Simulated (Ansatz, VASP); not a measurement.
## One calculation of MnO, two programs

```
CELL_PARAMETERS angstrom
2.67239 0.00000 2.67239
0.00000 2.67239 2.67239
0.00000 0.00000 5.34478
ATOMIC_POSITIONS crystal
Mn 0.00000 0.00000 0.00000
Mn 0.00000 0.00000 0.50000
O 0.50000 0.50000 0.75000
O 0.50000 0.50000 0.25000
```

Alike in both runs: task single point; functional LDA; k mesh 7 × 7 × 7; occupations gaussian, width 0.05 eV; collinear spin; Hubbard terms Mn d U = 6.0 eV.

```csv
,VASP,Ansatz
version,VASP 6.6.1,Ansatz 0.2.0
potentials or method,"VASP PAW LDA potentials, release 64 (Mn_pv, O), cutoff 600 eV","scalar-relativistic, plane waves, PAW"
valence electrons in the cell,38,42
```

|  | VASP | Ansatz | Ansatz less VASP |
| --- | --- | --- | --- |
| gap on the k mesh at the Fermi level (eV) | 2.14 | 1.98 | -0.155 |
| least direct gap on the mesh (eV) | 3.26 | 3.13 | -0.132 |
| pressure (GPa) | 3.6 | 8.3 | +4.69 |
| net moment per atom (μB) | 0.00 | 0.00 | 0.000 |
| size of the moment on the site where the two differ most (μB) | 4.54 | 4.27 | -0.264 |

LDA's correlation is that of Perdew and Zunger in VASP and of Perdew and Wang (1992) in Ansatz. Site moments also hang on the region over which each program counts them. The programs project onto different local orbitals, so the same U acts differently, and such runs can settle in different states. VASP's potentials hold 38 valence electrons a cell and Ansatz's 42, so a difference there can come from the potentials and not from the codes.
